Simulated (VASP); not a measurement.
Wanted: the native input for a VASP 6.6.1 run.

```
Task                   : single point
Functional             : PBE
Potentials or basis    : VASP PAW PBE potentials, release 64 (Hf_pv, Sn_d, Te)
Cutoff                 : 520 eV
k mesh                 : 12 × 12 × 2
Occupations            : gaussian, width 0.1 eV
Spin                   : no spin polarisation
Dipole correction      : no
Further INCAR settings : ALGO = Normal; EDIFF = 1e-06; NBANDS = 47
```

The structure of HfSn2Te6 lies in POSCAR:

```
HfSn2Te6
1.0
    4.0910172516      0.0000000000      0.0000000000
   -2.0455086258      3.5429248672      0.0000000000
    0.0000000000      0.0000000000     21.4068218974
Hf Sn Te
1 2 6
Direct
    0.0000000000      0.0000000000      0.0000000000
    0.0000000000      0.0000000000      0.6626398502
    0.0000000000      0.0000000000      0.3373601498
    0.3333333333      0.6666666667      0.7467168057
    0.3333333333      0.6666666667      0.0804006999
    0.3333333333      0.6666666667      0.4217868961
    0.6666666667      0.3333333333      0.9195993001
    0.6666666667      0.3333333333      0.2532831943
    0.6666666667      0.3333333333      0.5782131039
```

These files were run (other wordings do the same):

INCAR

```
SYSTEM = HfSn2Te6
ALGO = Normal
EDIFF = 1E-6
ENCUT = 520
GGA = PE
ISIF = 2
ISMEAR = 0
LASPH = .True.
LCHARG = .False.
LREAL = .False.
LWAVE = .False.
NBANDS = 47
NELM = 80
PREC = Accurate
SIGMA = 0.1
```

KPOINTS

```
k-points
0
Gamma
  12 12 2
  0 0 0
```

Potentials or basis: VASP PAW PBE potentials, release 64 (Hf_pv, Sn_d, Te).

Run with:

```console
$ cat potpaw_PBE.64/Hf_pv/POTCAR potpaw_PBE.64/Sn_d/POTCAR potpaw_PBE.64/Te/POTCAR > POTCAR
$ mpirun -np 1 vasp_std > vasp.out
```

It gave:

- Pressure: 0.0 GPa
- Largest force: 0.028 eV/Å
- Band gap on the k mesh: zero (bands 37 and 38 overlap by 0.53 eV)

Caveat: spin-orbit coupling is left out, which moves the levels of the heavy elements; this functional lacks dispersion, which binds layers or chains, so the pressure and a relaxed spacing across them are unreliable.

It took 15 min on 1 thread of Intel(R) Xeon(R) 6975P-C (Granite Rapids), with other jobs on the host, peak memory 0.71 GiB.
